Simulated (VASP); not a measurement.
Input of a VASP 6.6.1 run:

Contents of INCAR:

```
SYSTEM = SiNi
PREC = Accurate
ENCUT = 520
EDIFF = 1E-7
ISMEAR = -1
SIGMA = 0.05
LREAL = .False.
LASPH = .True.
NELM = 150
ALGO = Normal
ISIF = 2
LWAVE = .False.
LCHARG = .True.
ISPIN = 2
MAGMOM = 1 1 1 1 0 0 0 0
LORBIT = 11
LMAXMIX = 4
GGA = RP
IVDW = 12
LELF = .True.
LVHAR = .True.
NBANDS = 42
```

Contents of KPOINTS:

```
Automatic mesh
0
Gamma
  5 8 5
  0 0 0
```

File POSCAR:

```
SiNi
1.0
    4.7220674594      0.0000000000      0.0000000000
    0.0000000000      3.6815274576      0.0000000000
    0.0000000000      0.0000000000      4.6417842413
Ni Si
4 4
Direct
    0.9617892668      0.7500000000      0.8347082433
    0.5382107332      0.2500000000      0.3347082433
    0.4617892668      0.7500000000      0.6652917567
    0.0382107332      0.2500000000      0.1652917567
    0.6522876940      0.2500000000      0.8652100218
    0.8477123060      0.7500000000      0.3652100218
    0.1522876940      0.2500000000      0.6347899782
    0.3477123060      0.7500000000      0.1347899782
```

Potentials or basis: VASP PAW PBE potentials, release 64 (Ni, Si).

Launch:

```console
$ cat potpaw_PBE.64/Ni/POTCAR potpaw_PBE.64/Si/POTCAR > POTCAR
$ mpirun -np 1 vasp_std > vasp.out
```

(1) Predict the band gap on the k mesh.

(2) What does it give for the dispersion energy per atom?

(3) Predict the largest force.

(4) Estimate the net moment.

Results:

(1) zero (filled and empty bands overlap).

(2) -2.636 eV.

(3) 0.019 eV/Å.

(4) 0.00 μB per cell.

Caveat: the PAW data sets were made with another functional, which shifts forces and pressure a little.
